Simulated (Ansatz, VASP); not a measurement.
**One calculation of B3N2Cl, two programs**

Contents of INCAR:

```
SYSTEM = B3N2Cl
PREC = Accurate ; ENCUT = 520
EDIFF = 1E-6 ; ISMEAR = 0
SIGMA = 0.1 ; LREAL = .FALSE.
LASPH = .TRUE. ; NELM = 150
ALGO = Normal ; ISIF = 2
LWAVE = .FALSE. ; LCHARG = .TRUE.
ISPIN = 2 ; MAGMOM = 0 0 0 1 1 0
LORBIT = 11 ; GGA = PE
LELF = .TRUE. ; LVHAR = .TRUE.
NBANDS = 26
```

The input KPOINTS:

```
regular mesh
0
G
  6 6 4
  0 0 0
```

File POSCAR:

```
B3N2Cl
1.0
    4.0224454100      0.0000000000      0.0000000000
   -2.0112227000      3.4835399100      0.0000000000
    0.0000000000      0.0000000000      5.9615127500
B N Cl
3 2 1
Direct
    0.0000000000      0.0000000000      0.7849229400
    0.0000000000      0.0000000000      0.2150770600
    0.0000000000      0.0000000000      0.0000000000
    0.3333333300      0.6666666700      0.5000000000
    0.6666666700      0.3333333300      0.5000000000
    0.0000000000      0.0000000000      0.5000000000
```

Input for Ansatz:

```yaml
crystal:
  lattice:
    - [4.02244541, 0.0, 0.0]
    - [-2.0112227, 3.48353991, 0.0]
    - [0.0, 0.0, 5.96151275]
  atoms:
    - { symbol: B, position: [0.0, 0.0, 0.78492294] }
    - { symbol: B, position: [0.0, 0.0, 0.21507706] }
    - { symbol: B, position: [0.0, 0.0, 0.0] }
    - { symbol: "N", position: [0.33333333, 0.66666667, 0.5], spin: 1.0 }
    - { symbol: "N", position: [0.66666667, 0.33333333, 0.5], spin: 1.0 }
    - { symbol: Cl, position: [0.0, 0.0, 0.5] }
basis:
  ecutwfc: 420
kpoints:
  mp_grid: { grid: [6, 6, 4] }
hamiltonian:
  xc: pbe
scf:
  occupations: { method: gaussian, width: 0.1 }
  lower_state_search: "off"
output:
  forces: true
  stress: true
  eigenvalues: true
  populations: true
magnetization:
  spin_polarized: true
```

Alike in both runs: task single point; functional PBE; k mesh 6 × 6 × 4; occupations gaussian, width 0.1 eV; collinear spin.

```csv
,VASP,Ansatz
version,VASP 6.6.1,Ansatz 0.2.0
potentials or method,"VASP PAW PBE potentials, release 64 (B, N, Cl), cutoff 520 eV","scalar-relativistic, plane waves, PAW"
valence electrons in the cell,26,26
```

|  | VASP | Ansatz | Ansatz less VASP |
| --- | --- | --- | --- |
| gap on the k mesh at the Fermi level (eV) | none | none | - |
| pressure (GPa) | 23.5 | 23.5 | 0.00 |
| traceless stress, the component that is largest in VASP (GPa) | 41.17 | 41.33 | +0.155 |
| rms of the force components (eV/Å) | 3.915 | 3.893 | -0.0224 |
| net moment per atom (μB) | 0.37 | 0.37 | -0.001 |
| size of the moment on the site where the two differ most (μB) | 0.63 | 0.77 | +0.139 |

Site moments also hang on the region over which each program counts them. Atom by atom the forces differ by 0.022 eV/Å (rms over components). A gap of «none» marks a metal or a gap that the smearing closes.
